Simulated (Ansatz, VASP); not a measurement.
**One calculation of Mg7Te, two programs**

```
CELL_PARAMETERS angstrom
6.27993 0.00000 0.00000
-3.13996 5.43858 0.00000
0.00000 0.00000 5.59152
ATOMIC_POSITIONS crystal
Mg 0.50110 0.00220 0.00000
Mg 0.66627 0.83314 0.50000
Mg 0.66667 0.33333 0.50000
Mg 0.99780 0.49890 0.00000
Mg 0.16686 0.83314 0.50000
Mg 0.16686 0.33373 0.50000
Mg 0.50110 0.49890 0.00000
Te 0.00000 0.00000 0.00000
```

Alike in both runs: functional PBE; k mesh 3 × 3 × 4; occupations gaussian, width 0.2 eV; no spin polarisation.

Ansatz relaxed the structure, and its values are those at the end. VASP's run is a single point on that final structure, the one shown.

|  | VASP | Ansatz |
| --- | --- | --- |
| version | VASP 6.6.1 | Ansatz 0.2.0 |
| potentials or method | VASP PAW PBE potentials, release 64 (Mg, Te), cutoff 520 eV | scalar-relativistic, plane waves, PAW |
| valence electrons in the cell | 20 | 86 |

```csv
,VASP,Ansatz,Ansatz less VASP
gap on the k mesh at the Fermi level (eV),none,none,-
pressure (GPa),-0.3,-0.2,+0.12
rms of the force components (eV/Å),0.005,0.004,-0.0002
```

A gap of «none» marks a metal or a gap that the smearing closes. VASP's potentials hold 20 valence electrons a cell and Ansatz's 86, so a difference there can come from the potentials and not from the codes.

The k mesh is coarse, so the values compare programs but aren't converged. Neither program's run includes spin-orbit coupling.
